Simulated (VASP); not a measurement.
Here is a VASP 6.6.1 calculation.

File INCAR:

```
ALGO = Normal
EDIFF = 1E-6
EDIFFG = -0.04
ENCUT = 600
GGA = PE
IBRION = 2
ISIF = 3
ISMEAR = 0
LASPH = True
LCHARG = False
LREAL = False
LWAVE = False
NELM = 80
NSW = 90
PREC = Accurate
SIGMA = 0.1
```

The input KPOINTS:

```
k-points
0
Gamma
  6 6 6
```

File POSCAR:

```
Na3Sb2
1.0
    1.9526375973      1.1273558424      9.0514657496
   -1.9526375973      1.1273558424      9.0514657496
    0.0000000000     -2.2547116848      9.0514657496
Na Sb
3 2
Direct
    0.0000000000      0.0000000000      0.0000000000
    0.2095000000      0.2095000000      0.2095000000
    0.7905000000      0.7905000000      0.7905000000
    0.4000000000      0.4000000000      0.4000000000
    0.6000000000      0.6000000000      0.6000000000
```

Potentials or basis: VASP PAW PBE potentials, release 64 (Na_pv, Sb).

The run is started by

```console
$ cat potpaw_PBE.64/Na_pv/POTCAR potpaw_PBE.64/Sb/POTCAR > POTCAR
$ mpirun -np 1 vasp_std > vasp.out
```

Problem. What does it give for the space group after relaxing (to 0.1 Å)?

Solution. R-3m (No. 166).

Problem. Estimate the relaxed volume.

Solution. 29.30 Å³/atom.

Problem. Predict the band gap on the k mesh.

Solution. Zero (an odd number of electrons rules out a gap without spin polarisation).

Stress tensor (GPa, compression positive):
```
-0.11  0.00  0.00
 0.00 -0.11  0.00
 0.00  0.00  0.06
```

Caveat: the volume moved by over 15 % at a fixed basis, so the end points are rough; spin-orbit coupling is left out, which moves the levels of the heavy elements.
